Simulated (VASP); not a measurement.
# GaP (F-43m) in VASP: a series of runs

GaP is run at these levels: PBE; tasks: relaxation of cell and atoms.

Program: VASP 6.6.1. These are calculated values, not measurements. Logs are shortened: lines on timing, memory, paths and dates and some standing lists are left out, and cuts for length are marked.

## Step 1: The cell of the first run

It takes space group F-43m (No. 216, cubic). The conventional cell has a = 5.451 Å, b = 5.451 Å, c = 5.451 Å, α = 90.00°, β = 90.00°, γ = 90.00°. Within 3.1 Å of Ga (site symmetry -43m) lie 4 P at 2.36 Å. P (site symmetry -43m) has 4 Ga at 2.36 Å within 3.1 Å.

## Step 2: Relaxation of cell and atoms, PBE, target pressure -2 GPa, at which the enthalpy is minimised

Contents of INCAR:

```
  PREC = Accurate
  ENCUT = 600
  EDIFF = 1E-6
  ISMEAR = 0
  SIGMA = 0.01
  LREAL = False
  LASPH = True
  NELM = 80
  ALGO = Normal
  ISIF = 3
  LWAVE = False
  LCHARG = False
  GGA = PE
  IBRION = 2
  NSW = 80
  EDIFFG = -0.01
  PSTRESS = -20.0
```

Contents of KPOINTS:

```
regular mesh
0
Gamma
  6 6 6
```

Contents of POSCAR:

```
GaP
1.0
    0.0000000000      2.7252500000      2.7252500000
    2.7252500000      0.0000000000      2.7252500000
    2.7252500000      2.7252500000      0.0000000000
Ga P
1 1
Direct
    0.0000000000      0.0000000000      0.0000000000
    0.2500000000      0.2500000000      0.2500000000
```

Potentials or basis: VASP PAW PBE potentials, release 64 (Ga_d, P).

On the command line:

```bash
cat potpaw_PBE.64/Ga_d/POTCAR potpaw_PBE.64/P/POTCAR > POTCAR
mpirun -np 1 vasp_std > vasp.out
```

OUTCAR:

```text
PREC = Accurate
   ENCUT = 600
   EDIFF = 1E-6
   ISMEAR = 0
   LREAL = False
   LASPH = True
   NELM = 80
   ISIF = 3
   GGA = PE
   IBRION = 2
   NSW = 80
   EDIFFG = -0.01
   PSTRESS = -20.0

 ion  position               nearest neighbor table
   1  0.000  0.000  0.000-   2 2.36   2 2.36   2 2.36   2 2.36
   2  0.250  0.250  0.250-   1 2.36   1 2.36   1 2.36   1 2.36

  LATTYP: Found a face centered cubic cell.
 ALAT       =     5.4505000000

  Lattice vectors:

 A1 = (   0.0000000000,   2.7252500000,   2.7252500000)
 A2 = (   2.7252500000,   0.0000000000,   2.7252500000)
 A3 = (   2.7252500000,   2.7252500000,   0.0000000000)

Analysis of symmetry for initial positions (statically):
=====================================================================
 Subroutine PRICEL returns:
 Original cell was already a primitive cell.

 Routine SETGRP: Setting up the symmetry group for a
 face centered cubic supercell.

 Subroutine GETGRP returns: Found 24 space group operations
 (whereof 24 operations were pure point group operations)
 out of a pool of 48 trial point group operations.

The static configuration has the point symmetry T_d .

Analysis of symmetry for dynamics (positions and initial velocities):
=====================================================================
 Subroutine PRICEL returns:
 Original cell was already a primitive cell.

 Routine SETGRP: Setting up the symmetry group for a
 face centered cubic supercell.

 Subroutine GETGRP returns: Found 24 space group operations
 (whereof 24 operations were pure point group operations)
 out of a pool of 48 trial point group operations.

The dynamic configuration has the point symmetry T_d .

 Subroutine INISYM returns: Found 24 space group operations
 (whereof 24 operations are pure point group operations),
 and found     1 'primitive' translations

----------------------------------------------------------------------------------------

                                     Primitive cell

  volume of cell :      40.4808

  direct lattice vectors                    reciprocal lattice vectors
     0.000000000  2.725250000  2.725250000    -0.183469406  0.183469406  0.183469406
     2.725250000  0.000000000  2.725250000     0.183469406 -0.183469406  0.183469406
     2.725250000  2.725250000  0.000000000     0.183469406  0.183469406 -0.183469406

  length of vectors
     3.854085511  3.854085511  3.854085511     0.317778334  0.317778334  0.317778334

  position of ions in fractional coordinates (direct lattice)
     0.000000000  0.000000000  0.000000000
     0.250000000  0.250000000  0.250000000

  ion indices of the primitive-cell ions
   primitive index   ion index
                 1           1
                 2           2

----------------------------------------------------------------------------------------

 KPOINTS: regular mesh

Automatic generation of k-mesh.
 Grid dimensions read from file:
 generate k-points for:    6    6    6

 Generating k-lattice:

  Cartesian coordinates                     Fractional coordinates (reciprocal lattice)
    -0.030578234  0.030578234  0.030578234     0.166666667  0.000000000  0.000000000
     0.030578234 -0.030578234  0.030578234     0.000000000  0.166666667  0.000000000
     0.030578234  0.030578234 -0.030578234     0.000000000  0.000000000  0.166666667

  Length of vectors
     0.052963056  0.052963056  0.052963056

  Shift w.r.t. Gamma in fractional coordinates (k-lattice)
     0.000000000  0.000000000  0.000000000

 Subroutine IBZKPT returns following result:
 ===========================================

 Found     16 irreducible k-points:

 Following reciprocal coordinates:
            Coordinates               Weight
  0.000000  0.000000  0.000000      1.000000
  0.166667  0.000000  0.000000      8.000000
  0.333333  0.000000  0.000000      8.000000
  0.500000  0.000000  0.000000      4.000000
  0.166667  0.166667  0.000000      6.000000
  0.333333  0.166667  0.000000     24.000000
[... 8 lines left out ...]
 -0.333333  0.333333  0.166667     24.000000
 -0.333333  0.500000  0.166667     12.000000
   k-points           NKPTS =     16   k-points in BZ     NKDIM =     16   number of bands    NBANDS=     13
   number of dos      NEDOS =    301   number of ions     NIONS =      2
   total plane-waves  NPLWV =  32768
   dimension x,y,z NGX =    32 NGY =   32 NGZ =   32
   dimension x,y,z NGXF=    64 NGYF=   64 NGZF=   64
   ions per type =               1   1
   NGX,Y,Z   is equivalent  to a cutoff of  13.80, 13.80, 13.80 a.u.
   NGXF,Y,Z  is equivalent  to a cutoff of  27.61, 27.61, 27.61 a.u.
 SYSTEM =  unknown system
   PREC   = accura    normal or accurate (medium, high low for compatibility)
   ISTART =      0    job   : 0-new  1-cont  2-samecut
   ICHARG =      2    charge: 1-file 2-atom 10-const
   ISPIN  =      1    spin polarized calculation?
   LNONCOLLINEAR =      F non collinear calculations
   LSORBIT =      F    spin-orbit coupling
   LASPH  =      T    aspherical Exc in radial PAW
   ENCUT  =  600.0 eV  44.10 Ry    6.64 a.u.   7.70  7.70  7.70*2*pi/ulx,y,z
   NELM   =     80;   NELMIN=  2; NELMDL= -5     # of ELM steps
   EDIFF  = 0.1E-05   stopping-criterion for ELM
   LREAL  =      F    real-space projection
   EDIFFG = -.1E-01   stopping-criterion for IOM
   NSW    =     80    number of steps for IOM
   IBRION =      2    ionic relax: 0-MD 1-quasi-New 2-CG
   NFREE  =      1    steps in history (QN), initial steepest desc. (CG)
   ISIF   =      3    stress and relaxation
   ISYM   =      2    0-nonsym 1-usesym 2-fastsym
   POTIM  = 0.5000    time-step for ionic-motion
   TEBEG  =    0.0;   TEEND  =   0.0 temperature during run
   PSTRESS=  -20.0 pullay stress
   NELECT =      18.0000    total number of electrons
   NUPDOWN=      -1.0000    fix difference up-down
   EMIN   =  10.00;   EMAX   =-10.00  energy-range for DOS
   EFERMI =   0.00;   METHOD = LEGACY
   ISMEAR =     0;   SIGMA  =   0.01  broadening in eV -4-tet -1-fermi 0-gaus
   EFERMI_NEDOS =   21; number of points for ismear=-14 and -15
   IALGO  =     38    algorithm
   IMIX   =      4    mixing-type and parameters
     AMIX     =   0.40;   BMIX     =  1.00
     AMIX_MAG =   1.60;   BMIX_MAG =  1.00
  volume/ion in A,a.u.               =      20.24       136.59
  Fermi-wavevector in a.u.,A,eV,Ry     =   1.249538  2.361284 21.243377  1.561344
  Thomas-Fermi vector in A             =   2.383574
   LORBIT       =      0    0 simple, 1 ext, 2 COOP (PROOUT), +10 PAW based schemes
   GGA     = PE    functional components
   LHFCALC =     F    Hartree Fock is set to
   AEXX    =    0.0000 exact exchange contribution
   IVDW    =     0    specifies the selected vdW correction
   LEPSILON=     F    determine dielectric tensor
   LRPA    =     F    only Hartree local field effects (RPA)
 conjugate gradient relaxation of ions
 non-spin polarized calculation
 Gauss-broadening in eV      SIGMA  =   0.01
  energy-cutoff  :      600.00
  volume of cell :       40.48
 maximum number of plane-waves:      1363
   NGX = 15   NGY = 15   NGZ = 15

--------------------------------------- Ionic step        1  -------------------------------------------

 number of electron      18.0000003 magnetization

 Free energy of the ion-electron system (eV)
  ---------------------------------------------------
  ext. energy  EPLUGINS =         0.00000000
  ---------------------------------------------------
  free energy    TOTEN  =        -9.10230897 eV

  energy without entropy =       -9.10230897  energy(sigma->0) =       -9.10230897

------------------------ aborting loop because EDIFF is reached ----------------------------------------

  FORCE on cell =-STRESS in cart. coord.  units (eV):
  Direction    XX          YY          ZZ          XY          YZ          ZX
  --------------------------------------------------------------------------------------
  -------------------------------------------------------------------------------------
  Total        0.6174971      0.6174971      0.6174971      0.0000000      0.0000000      0.0000000
  in kB       24.4397324     24.4397324     24.4397324      0.0000000      0.0000000      0.0000000
  external PRESSURE =      44.4397324 kB  Pullay stress =     -20.0000000 kB

 VOLUME and BASIS-vectors are now :
 -----------------------------------------------------------------------------
  energy-cutoff  :      600.00
  volume of cell :       40.48
      direct lattice vectors                 reciprocal lattice vectors
     0.000000000  2.725250000  2.725250000    -0.183469406  0.183469406  0.183469406
     2.725250000  0.000000000  2.725250000     0.183469406 -0.183469406  0.183469406
     2.725250000  2.725250000  0.000000000     0.183469406  0.183469406 -0.183469406

 POSITION                                       TOTAL-FORCE (eV/Angst)
 -----------------------------------------------------------------------------------
      0.00000      0.00000      0.00000         0.000000      0.000000      0.000000
      1.36262      1.36262      1.36262        -0.000000     -0.000000     -0.000000
 -----------------------------------------------------------------------------------
    total drift:                                0.000002      0.000002      0.000002

  FREE ENERGIE OF THE ION-ELECTRON SYSTEM (eV)
  ---------------------------------------------------
  free  energy   TOTEN  =        -9.1023089746 eV
[... 19 lines left out ...]
 VOLUME and BASIS-vectors are now :
 -----------------------------------------------------------------------------
  energy-cutoff  :      600.00
  volume of cell :       43.86
      direct lattice vectors                 reciprocal lattice vectors
    -0.000000000  2.799060380  2.799060380    -0.178631373  0.178631373  0.178631373
     2.799060380  0.000000000  2.799060380     0.178631373 -0.178631373  0.178631373
     2.799060380  2.799060380  0.000000000     0.178631373  0.178631373 -0.178631373

 POSITION                                       TOTAL-FORCE (eV/Angst)
 -----------------------------------------------------------------------------------
      0.00000      0.00000      0.00000         0.000000      0.000000      0.000000
      1.39953      1.39953      1.39953        -0.000000     -0.000000     -0.000000
 -----------------------------------------------------------------------------------
    total drift:                                0.000002      0.000002      0.000002

  FREE ENERGIE OF THE ION-ELECTRON SYSTEM (eV)
  ---------------------------------------------------
  free  energy   TOTEN  =        -9.0879015739 eV

  energy  without entropy=       -9.0879015739  energy(sigma->0) =       -9.08790157

  enthalpy is  TOTEN    =        -9.6354042038 eV   P V=       -0.5475026299

--------------------------------------- Ionic step        3  -------------------------------------------

 number of electron      17.9999994 magnetization

 Free energy of the ion-electron system (eV)
  ---------------------------------------------------
  ext. energy  EPLUGINS =         0.00000000
  ---------------------------------------------------
  free energy    TOTEN  =        -9.10409080 eV

  energy without entropy =       -9.10409080  energy(sigma->0) =       -9.10409080

 E-fermi :   4.1666     XC(G=0):  -9.5664

 val. band max:        4.0834416850   @ k =   0.0000   0.0000   0.0000
 cond. band min:       5.4320623774   @ k =   0.0000   0.0000   0.0000
 fundamental gap:      1.3486206924
 Fermi energy:         4.1666352748

 k-point     1 :       0.0000    0.0000    0.0000
  band No.  band energies     occupation
      1     -10.3902      2.00000
      2     -10.3902      2.00000
      3     -10.3902      2.00000
      4     -10.3072      2.00000
      5     -10.3072      2.00000
      6      -7.9868      2.00000
      7       4.0834      2.00000
      8       4.0834      2.00000
      9       4.0834      2.00000
     10       5.4321      0.00000
     11       7.9772      0.00000
     12       7.9772      0.00000
     13       7.9772      0.00000

 k-point     2 :       0.1667    0.0000    0.0000
  band No.  band energies     occupation
      1     -10.4073      2.00000
      2     -10.3837      2.00000
      3     -10.3837      2.00000
      4     -10.3071      2.00000
      5     -10.3071      2.00000
      6      -7.6575      2.00000
      7       1.7323      2.00000
      8       3.7442      2.00000
      9       3.7442      2.00000
     10       6.2288      0.00000
     11       8.4901      0.00000
     12       8.4901      0.00000
     13       8.9153      0.00000
[... 235 lines left out ...]
 VOLUME and BASIS-vectors are now :
 -----------------------------------------------------------------------------
  energy-cutoff  :      600.00
  volume of cell :       42.91
      direct lattice vectors                 reciprocal lattice vectors
    -0.000000000  2.778655192  2.778655192    -0.179943162  0.179943162  0.179943162
     2.778655192  0.000000000  2.778655192     0.179943162 -0.179943162  0.179943162
     2.778655192  2.778655192  0.000000000     0.179943162  0.179943162 -0.179943162

 POSITION                                       TOTAL-FORCE (eV/Angst)
 -----------------------------------------------------------------------------------
      0.00000      0.00000      0.00000         0.000000      0.000000      0.000000
      1.38933      1.38933      1.38933        -0.000000     -0.000000     -0.000000
 -----------------------------------------------------------------------------------
    total drift:                                0.000002      0.000002      0.000001

  FREE ENERGIE OF THE ION-ELECTRON SYSTEM (eV)
  ---------------------------------------------------
  free  energy   TOTEN  =        -9.1040908043 eV

  energy  without entropy=       -9.1040908043  energy(sigma->0) =       -9.10409080

  enthalpy is  TOTEN    =        -9.6397066072 eV   P V=       -0.5356158030

 reached required accuracy - stopping structural energy minimisation
```

It took 29 s on 1 thread of Intel Xeon Platinum 8375C at 2.90GHz (Ice Lake), shared host; peak memory 0.19 GiB.

Results:

| Quantity | Value |
| --- | --- |
| Free energy | -9.1041 eV |
| Relaxed volume | 21.45 Å³/atom |
| Relaxed cell | a = 3.930 Å, b = 3.930 Å, c = 3.930 Å, α = 60.00°, β = 60.00°, γ = 60.00° |
| Space group after relaxing (to 0.05 Å) | F-43m (No. 216) |
| Energy change on relaxing (the enthalpy is what falls) | -0.9 meV/atom |
| Ionic steps | 3 |
| Pressure after relaxing | -1.9 GPa |
| Band gap on the k mesh | 1.35 eV, direct |

The path:
| step | energy change (eV) | largest force (eV/Å) | pressure (GPa) | volume (Å³) |
| --- | --- | --- | --- | --- |
| 1 | 0.0000 | 0.0000 | 2.44 | 40.48 |
| 2 | 0.0144 | 0.0000 | -3.39 | 43.86 |
| 3 | -0.0018 | 0.0000 | -1.94 | 42.91 |

Final structure:
```cif
data_structure
_symmetry_space_group_name_H-M 'P 1'
_symmetry_Int_Tables_number 1
_cell_length_a 3.9296
_cell_length_b 3.9296
_cell_length_c 3.9296
_cell_angle_alpha 60.000
_cell_angle_beta 60.000
_cell_angle_gamma 60.000
_cell_volume 42.91
loop_
_atom_site_label
_atom_site_type_symbol
_atom_site_fract_x
_atom_site_fract_y
_atom_site_fract_z
_atom_site_occupancy
Ga1 Ga 0.00000 0.00000 0.00000 1
P1 P 0.25000 0.25000 0.25000 1
```

Caveat: the cell is relaxed towards a set pressure, so the enthalpy falls and the energy may rise. PBE usually gives volumes a little too large and moduli too small.

## Step 3: Relaxation of cell and atoms, PBE

Contents of INCAR:

```
PREC     = Accurate       # precision mode
ENCUT    = 600            # plane-wave cutoff, eV
EDIFF    = 1E-6           # SCF threshold, eV
ISMEAR   = 0              # smearing method
SIGMA    = 0.01           # smearing width, eV
LREAL    = False          # projectors in reciprocal space
LASPH    = True           # aspherical terms in the spheres
NELM     = 60             # most SCF steps
ALGO     = Normal         # electronic algorithm
ISIF     = 3              # what is computed and relaxed
LWAVE    = False          # write WAVECAR
LCHARG   = False          # write CHGCAR
GGA      = PE             # functional
IBRION   = 2              # ionic algorithm
NSW      = 80             # ionic steps
EDIFFG   = -0.01          # ionic threshold
```

Contents of KPOINTS:

```
Automatic mesh
0
Gamma
  6 6 6
```

POSCAR is that of step 2.

Potentials or basis: VASP PAW PBE potentials, release 64 (Ga_d, P).

On the command line:

```bash
cat potpaw_PBE.64/Ga_d/POTCAR potpaw_PBE.64/P/POTCAR > POTCAR
mpirun -np 1 vasp_std > vasp.out
```

OUTCAR:

```text
PREC = Accurate
   ENCUT = 600
   EDIFF = 1E-6
   ISMEAR = 0
   LREAL = False
   LASPH = True
   NELM = 60
   ISIF = 3
   GGA = PE
   IBRION = 2
   NSW = 80
   EDIFFG = -0.01

 ion  position               nearest neighbor table
   1  0.000  0.000  0.000-   2 2.36   2 2.36   2 2.36   2 2.36
   2  0.250  0.250  0.250-   1 2.36   1 2.36   1 2.36   1 2.36

  LATTYP: Found a face centered cubic cell.
 ALAT       =     5.4505000000

  Lattice vectors:

 A1 = (   0.0000000000,   2.7252500000,   2.7252500000)
 A2 = (   2.7252500000,   0.0000000000,   2.7252500000)
 A3 = (   2.7252500000,   2.7252500000,   0.0000000000)

[... 173 lines left out ...]
  -------------------------------------------------------------------------------------
  Total        0.6174971      0.6174971      0.6174971      0.0000000      0.0000000      0.0000000
  in kB       24.4397324     24.4397324     24.4397324      0.0000000      0.0000000      0.0000000
  external PRESSURE =      24.4397324 kB  Pullay stress =       0.0000000 kB
[... 59 lines left out ...]
--------------------------------------- Ionic step        3  -------------------------------------------

 number of electron      17.9999991 magnetization

 Free energy of the ion-electron system (eV)
  ---------------------------------------------------
  ext. energy  EPLUGINS =         0.00000000
  ---------------------------------------------------
  free energy    TOTEN  =        -9.11169022 eV

  energy without entropy =       -9.11169022  energy(sigma->0) =       -9.11169022

 E-fermi :   4.4491     XC(G=0):  -9.6915

 val. band max:        4.3534787144   @ k =   0.0000   0.0000   0.0000
 cond. band min:       5.9276692052   @ k =   0.0000   0.0000   0.0000
 fundamental gap:      1.5741904908
 Fermi energy:         4.4491299385

 k-point     1 :       0.0000    0.0000    0.0000
  band No.  band energies     occupation
      1     -10.1579      2.00000
      2     -10.1579      2.00000
      3     -10.1579      2.00000
      4     -10.0674      2.00000
      5     -10.0674      2.00000
      6      -7.9147      2.00000
      7       4.3535      2.00000
      8       4.3535      2.00000
      9       4.3535      2.00000
     10       5.9277      0.00000
     11       8.2445      0.00000
     12       8.2445      0.00000
     13       8.2445      0.00000
[... 267 lines left out ...]
  FREE ENERGIE OF THE ION-ELECTRON SYSTEM (eV)
  ---------------------------------------------------
  free  energy   TOTEN  =        -9.1116902244 eV

  energy  without entropy=       -9.1116902244  energy(sigma->0) =       -9.11169022

 reached required accuracy - stopping structural energy minimisation
```

CONTCAR:

```text
GaP
   1.00000000000000
    -0.0000000000000000    2.7530316611727268    2.7530316611727268
     2.7530316611727268    0.0000000000000000    2.7530316611727268
     2.7530316611727268    2.7530316611727268    0.0000000000000000
  Ga              P
     1     1
Direct
     0.0000000000000000    0.0000000000000000    0.0000000000000000
     0.2500000000000000    0.2500000000000000    0.2500000000000000

  0.00000000E+00  0.00000000E+00  0.00000000E+00
  0.00000000E+00  0.00000000E+00  0.00000000E+00
```

It took 30 s on 1 thread of Intel Xeon Platinum 8375C at 2.90GHz (Ice Lake), shared host; peak memory 0.19 GiB.

What came out:

| Item | Value |
| --- | --- |
| Free energy | -9.1117 eV |
| Relaxed volume | 20.87 Å³/atom |
| Relaxed cell | a = 3.893 Å, b = 3.893 Å, c = 3.893 Å, α = 60.00°, β = 60.00°, γ = 60.00° |
| Space group after relaxing (to 0.05 Å) | F-43m (No. 216) |
| Energy gained by relaxing | 4.7 meV/atom |
| Ionic steps | 3 |
| Pressure after relaxing | 0.1 GPa |
| Band gap on the k mesh | 1.57 eV, direct |

Step by step:
| step | energy change (eV) | largest force (eV/Å) | pressure (GPa) | volume (Å³) |
| --- | --- | --- | --- | --- |
| 1 | 0.0000 | 0.0000 | 2.44 | 40.48 |
| 2 | -0.0074 | 0.0000 | -1.07 | 42.32 |
| 3 | -0.0094 | 0.0000 | 0.05 | 41.73 |

Final structure:
```
CELL_PARAMETERS angstrom
0.00000 2.75303 2.75303
2.75303 0.00000 2.75303
2.75303 2.75303 0.00000
ATOMIC_POSITIONS crystal
Ga 0.00000 0.00000 0.00000
P 0.25000 0.25000 0.25000
```

[end of part 1 of 2]
